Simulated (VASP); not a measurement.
**GaP (zincblende type): single point with PBE**

Crystal: GaP (zincblende type).

```
CELL_PARAMETERS angstrom
0.00000 2.63816 2.63816
2.63816 0.00000 2.63816
2.63816 2.63816 0.00000
ATOMIC_POSITIONS crystal
Ga 0.00000 0.00000 0.00000
P 0.25000 0.25000 0.25000
```

This cell differs from its parent crystal: volume scaled by 0.88.

```
Program             : VASP 6.6.1
Task                : single point
Functional          : PBE
Potentials or basis : VASP PAW PBE potentials, release 64 (Ga_d, P)
Cutoff              : 520 eV
k mesh              : 12 × 12 × 12
Occupations         : fermi-dirac, width 0.1 eV
Spin                : no spin polarisation
```

```json
{"Pressure": "13.0 GPa", "Band gap on the k mesh": "1.40 eV, indirect (least direct gap 2.65 eV)"}
```

Levels at points of the mesh, in eV from the valence-band top:
```csv
k point,band 7,band 8,band 9,band 10,band 11,band 12
"(0.00, 0.00, 0.00)",0.00,0.00,0.00,2.65,3.85,3.85
"(0.50, 0.00, 0.00)",-7.23,-1.27,-1.27,1.97,4.68,4.68
"(0.50, 0.50, 0.00)",-7.24,-3.04,-3.04,1.43,1.70,11.32
```

Wall time 38 s on 1 thread of Intel(R) Xeon(R) 6975P-C (Granite Rapids), with other jobs on the host, peak memory 0.18 GiB.

 A k mesh can miss the band edges.
